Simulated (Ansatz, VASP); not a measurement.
# Sr: VASP beside Ansatz

Contents of INCAR:

```
PREC     = Accurate       # precision mode
ENCUT    = 520            # plane-wave cutoff, eV
EDIFF    = 1E-7           # SCF threshold, eV
ISMEAR   = 0              # smearing method
SIGMA    = 0.15           # smearing width, eV
LREAL    = False          # projectors in reciprocal space
LASPH    = True           # aspherical terms in the spheres
NELM     = 80             # most SCF steps
ALGO     = Fast           # electronic algorithm
ISIF     = 2              # what is computed and relaxed
LWAVE    = False          # write WAVECAR
LCHARG   = True           # write CHGCAR
GGA      = PS             # functional
LELF     = True           # ELF
LVHAR    = True         
NBANDS   = 17             # bands
```

The input KPOINTS:

```
Automatic mesh
0
Gamma
  15 15 8
```

The input POSCAR:

```
Sr
1.0
    4.1807002141      0.0000000000      0.0000000000
   -2.0903501071      3.6205925910      0.0000000000
    0.0000000000      0.0000000000      7.1557500000
Sr
2
Direct
    0.3333333333      0.6666666667      0.2500000000
    0.6666666667      0.3333333333      0.7500000000
```

Input for Ansatz:

```yaml
crystal:
  lattice:
    - [4.1807002141, 0.0, 0.0]
    - [-2.0903501071, 3.620592591, 0.0]
    - [0.0, 0.0, 7.15575]
  atoms:
    - { symbol: Sr, position: [0.3333333333, 0.6666666667, 0.25] }
    - { symbol: Sr, position: [0.6666666667, 0.3333333333, 0.75] }
basis:
  ecutwfc: 420
kpoints:
  mp_grid: { grid: [15, 15, 8] }
hamiltonian:
  xc: pbesol
scf:
  occupations: { method: gaussian, width: 0.15 }
output:
  forces: true
  stress: true
  eigenvalues: true
```

Change from the starting cell: strain -0.030 along x and y, +0.015 along z, atoms carried along.

Alike in both runs: task single point; functional PBEsol; k mesh 15 × 15 × 8; occupations gaussian, width 0.15 eV; no spin polarisation.

```csv
,VASP,Ansatz
version,VASP 6.6.1,Ansatz 0.2.0
potentials or method,"VASP PAW PBE potentials, release 64 (Sr_sv), cutoff 520 eV","scalar-relativistic, plane waves, PAW"
valence electrons in the cell,20,20
```

```csv
,VASP,Ansatz,Ansatz less VASP
gap on the k mesh at the Fermi level (eV),none,none,-
pressure (GPa),-0.4,-0.4,-0.01
"traceless stress, the component that is largest in VASP (GPa)",-0.63,-0.63,+0.002
```

VASP's potentials were made for PBE, not for PBEsol. A gap of «none» marks a metal or a gap that the smearing closes. The functional is the same, so the differences come from potentials, cutoffs and numerics.
